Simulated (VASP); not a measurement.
A run of VASP 6.6.1 is set up as follows.

INCAR

```
SYSTEM = MgO
  ALGO = Normal
  EDIFF = 1E-6
  ENCUT = 520
  ISIF = 2
  ISMEAR = 0
  LASPH = .TRUE.
  LCHARG = .TRUE.
  LELF = .TRUE.
  LREAL = .FALSE.
  LVHAR = .TRUE.
  LWAVE = .FALSE.
  NBANDS = 36
  NELM = 60
  PREC = Accurate
  SIGMA = 0.05
```

The input KPOINTS:

```
k-points
0
G
  9 9 2
  0 0 0
```

File POSCAR:

```
MgO
1.0
    2.1351500000     -2.1351500000      0.0000000000
    2.1351500000      0.0000000000     -2.1351500000
    8.9736127019      8.9736127019      8.9736127019
Mg O
6 6
Direct
    0.6666666667      0.6666666667      0.0396560834
    0.0000000000      0.0000000000      0.8327777505
    0.3333333333      0.3333333333      0.1982804168
    0.6666666667      0.6666666667      0.5155290837
    0.0000000000      0.0000000000      0.3569047502
    0.3333333333      0.3333333333      0.6741534171
    0.6666666667      0.6666666667      0.2775925835
    0.0000000000      0.0000000000      0.1189682501
    0.3333333333      0.3333333333      0.4362169169
    0.6666666667      0.6666666667      0.7534655838
    1.0000000000      1.0000000000      0.5948412504
    0.3333333333      0.3333333333      0.9120899172
```

Potentials or basis: VASP PAW LDA potentials, release 64 (Mg, O).

Launch:

```sh
$ cat potpaw_LDA.64/Mg/POTCAR potpaw_LDA.64/O/POTCAR > POTCAR
$ mpirun -np 1 vasp_std > vasp.out
```

Task: What does it give for the band gap on the k mesh?

Result: 0.44 eV.

Task: Estimate the largest force.

Result: 3.031 eV/Å.

Forces in eV/Å, atoms in the order of the input:
```
Mg  -1.750 -1.750 -1.750
Mg   1.007  1.007  1.007
Mg   0.343  0.343  0.343
Mg   0.338  0.338  0.338
Mg   0.337  0.337  0.337
Mg   0.336  0.336  0.336
O   -0.336 -0.336 -0.336
O   -0.306 -0.306 -0.306
O   -0.337 -0.337 -0.337
O   -0.359 -0.359 -0.359
O   -0.339 -0.339 -0.339
O    1.064  1.064  1.064
```

Caveat: the cell differs from its parent crystal (the distance across one plane changed); the cell stands under tension; an odd mesh through Γ misses points on the zone boundary, where band edges can lie; forces of over 1 eV/Å act on the atoms, so gaps and moduli don't describe the material at rest.
